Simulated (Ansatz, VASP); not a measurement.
# BeS: VASP beside Ansatz

```
CELL_PARAMETERS angstrom
0.00000 2.42500 2.42500
2.42500 0.00000 2.42500
2.42500 2.42500 0.00000
ATOMIC_POSITIONS crystal
Be 0.00000 0.00000 0.00000
S 0.75000 0.75000 0.75000
```

Alike in both runs: task single point; functional PBE; k mesh 9 × 9 × 9; occupations fermi-dirac, width 0.02 eV; no spin polarisation.

|  | VASP | Ansatz |
| --- | --- | --- |
| version | VASP 6.6.1 | Ansatz 0.2.0 |
| potentials or method | VASP PAW PBE potentials, release 64 (Be, S), cutoff 520 eV | all-electron LAPW, scalar-relativistic |

```tsv
	VASP	Ansatz	Ansatz less VASP
gap on the k mesh at the Fermi level (eV)	3.20	3.20	0.000
pressure (GPa)	1.6	1.5	-0.04
```

Ansatz ran all-electron here, and VASP with PAW potentials.
